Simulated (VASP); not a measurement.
Set up this calculation in VASP 6.6.1, as the native input.

* Task: density of states
* Functional: PBEsol
* Potentials or basis: VASP PAW PBE potentials, release 64 (Ir)
* Cutoff: 400 eV
* k mesh: 15 × 15 × 15
* Occupations: fermi-dirac, width 0.05 eV
* Spin: no spin polarisation
* Dipole correction: no
* k mesh for the DOS: 23 × 23 × 23
* Occupations for the DOS: tetrahedron
* Further INCAR settings: ALGO = Normal; EDIFF = 1e-06

Crystal: Ir.

```
CELL_PARAMETERS angstrom
0.00000 1.91970 1.91970
1.91970 0.00000 1.91970
1.91970 1.91970 0.00000
ATOMIC_POSITIONS crystal
Ir 0.00000 0.00000 0.00000
```

These files were run (other wordings do the same):

POSCAR

```
Ir
1.0
    0.0000000000      1.9197000000      1.9197000000
    1.9197000000      0.0000000000      1.9197000000
    1.9197000000      1.9197000000      0.0000000000
Ir
1
Direct
    0.0000000000      0.0000000000      0.0000000000
```

INCAR.step1

```
PREC = Accurate
ENCUT = 400
EDIFF = 1E-6
ISMEAR = -1
SIGMA = 0.05
LREAL = F
LASPH = T
NELM = 120
ALGO = Normal
ISIF = 2
LWAVE = F
LCHARG = T
LMAXMIX = 4
GGA = PS
NBANDS = 10
GGA_COMPAT = F
NEDOS = 2001
LORBIT = 11
```

KPOINTS.step1

```
Automatic mesh
0
Gamma
  15 15 15
```

INCAR.step2

```
PREC = Accurate
ENCUT = 400
EDIFF = 1E-6
ISMEAR = -5
SIGMA = 0.05
LREAL = F
LASPH = T
NELM = 120
ALGO = Normal
ISIF = 2
LWAVE = F
LCHARG = F
LMAXMIX = 4
GGA = PS
LORBIT = 11
NEDOS = 1001
ICHARG = 11
GGA_COMPAT = F
```

KPOINTS.step2

```
Automatic mesh
0
Gamma
  23 23 23
```

Potentials or basis: VASP PAW PBE potentials, release 64 (Ir).

The run is started by

```bash
$ cat potpaw_PBE.64/Ir/POTCAR > POTCAR
$ cp INCAR.step1 INCAR
$ cp KPOINTS.step1 KPOINTS
$ mpirun -np 1 vasp_std > vasp.out
$ cp INCAR.step2 INCAR
$ cp KPOINTS.step2 KPOINTS
$ mpirun -np 1 vasp_std > vasp.out
```

Results of the run:

- Valence electrons inside the program's atomic spheres: Ir 8.38

Caveat: spin-orbit coupling is left out, which moves the levels of the heavy elements.

Wall time 21 s on 1 thread of AMD EPYC 7R13 Processor (Zen 3), on a shared host, peak memory 0.11 GiB.
